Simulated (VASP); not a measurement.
The system is MnO2.

```
CELL_PARAMETERS angstrom
2.85658 0.00000 0.00000
-1.42829 2.47387 0.00000
0.00000 0.00000 4.60137
ATOMIC_POSITIONS crystal
Mn 0.00000 0.00000 0.50000
O 0.33333 0.66667 0.70629
O 0.66667 0.33333 0.29371
```

Base run:

* Program: VASP 6.6.1
* Functional: PBE
* Potentials or basis: VASP PAW PBE potentials, release 64 (Mn_pv, O)
* Cutoff: 520 eV
* k mesh: 11 × 11 × 6
* Occupations: fermi-dirac, width 0.05 eV
* Spin: no spin polarisation

Its results: band gap on the k mesh zero (an odd number of electrons rules out a gap without spin polarisation); pressure -4.0 GPa; largest force 0.063 eV/Å.

Task: The run is repeated on the same cell with these changes: spin from no spin polarisation to collinear spin, ferromagnetic start; further incar settings from ALGO = Normal; EDIFF = 1e-07; NBANDS = 20 to ALGO = Normal; EDIFF = 1e-06; NBANDS = 24. What comes out?

Result: Band gap on the k mesh 0.81 eV (least direct gap 0.87 eV); pressure 5.8 GPa; net moment -3.00 μB per cell; site moments Mn -2.83; O -0.04 μB; largest force 0.310 eV/Å.

Caveats: the cell stands under tension (at least some runs); an odd number of electrons without spin polarisation forces a metal (at least some runs); a magnetic or distorted state may lie lower (at least some runs); semilocal functionals often make such compounds metallic where correlation or magnetic order opens a gap, which also shifts bond lengths (at least some runs); the cell stands under pressure (at least some runs); an odd mesh through Γ misses points on the zone boundary, where band edges can lie (at least some runs); a cell with one magnetic atom can't hold antiferromagnetic order, which such compounds often take (at least some runs).
